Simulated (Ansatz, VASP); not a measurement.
**One calculation of TiAl, two programs**

```
Ti Al
1.0
     3.17906    0.00000    0.00000
     0.00000    3.17906    0.00000
     0.00000    0.00000    3.17906
Ti Al
1 1
Direct
  0.00000 0.93709 0.93709
  0.50000 0.50000 0.50000
```

Alike in both runs: task single point; functional r2SCAN; k mesh 16 × 16 × 16; occupations gaussian, width 0.15 eV; no spin polarisation.

```csv
,VASP,Ansatz
version,VASP 6.6.1,Ansatz 0.2.0
potentials or method,"VASP PAW PBE potentials, release 64 (Ti_sv, Al), cutoff 520 eV","scalar-relativistic, plane waves, PAW"
valence electrons in the cell,15,15
```

|  | VASP | Ansatz | Ansatz less VASP |
| --- | --- | --- | --- |
| gap on the k mesh at the Fermi level (eV) | none | none | - |
| pressure (GPa) | 2.6 | 2.5 | -0.12 |
| traceless stress, the component that is largest in VASP (GPa) | 3.24 | 3.24 | 0.000 |
| rms of the force components (eV/Å) | 1.189 | 1.185 | -0.0041 |

VASP's potentials were made for PBE, not for r2SCAN. Atom by atom the forces differ by 0.004 eV/Å (rms over components). A gap of «none» marks a metal or a gap that the smearing closes.
